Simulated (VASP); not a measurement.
## KCl: single point with r2SCAN

Crystal: KCl.

```xyz
4
Lattice="3.0816 3.0816 0.0000 -3.0816 3.0816 0.0000 0.0000 0.0000 6.1632" Properties=species:S:1:pos:R:3 pbc="T T T"
K     0.0000    0.0000    0.0000
K     0.0000    3.0816    3.0816
Cl    0.0000    3.0816    0.0000
Cl    0.0000    0.0000    3.0816
```

This cell differs from its parent crystal: equal strain along all axes, cell held: -2.0 %.

| Quantity | Value |
| --- | --- |
| Program | VASP 6.6.1 |
| Task | single point |
| Functional | r2SCAN |
| Potentials or basis | VASP PAW PBE potentials, release 64 (K_sv, Cl) |
| Cutoff | 520 eV |
| k mesh | 6 × 6 × 4 |
| Occupations | gaussian, width 0.02 eV |
| Spin | no spin polarisation |

| Property | Result |
| --- | --- |
| Pressure | 1.4 GPa |
| Band gap on the k mesh | 6.06 eV |

Levels at points of the mesh, in eV from the valence-band top:
```tsv
k point	band 14	band 15	band 16	band 17	band 18	band 19
(0.00, 0.00, 0.00)	0.00	0.00	0.00	6.06	6.97	9.05
(0.50, 0.00, 0.00)	-0.36	-0.36	-0.36	8.54	8.54	8.78
(0.50, 0.50, 0.00)	-0.24	-0.24	-0.24	6.97	6.97	9.51
(0.00, 0.00, 0.50)	-0.14	-0.14	-0.14	7.60	7.60	7.76
(0.50, 0.00, 0.50)	-0.37	-0.37	-0.37	8.32	8.32	9.49
(0.50, 0.50, 0.50)	-0.51	-0.51	-0.51	8.68	8.68	8.68
```

Wall time 100 s on 1 thread of Intel(R) Xeon(R) 6975P-C (Granite Rapids) (shared host), peak memory 0.26 GiB.

Caveat: the cell differs from its parent crystal (equal strain along all axes, cell held: -2.0 %); the PAW data sets were made with another functional, which shifts forces and pressure a little. A k mesh can miss the band edges.
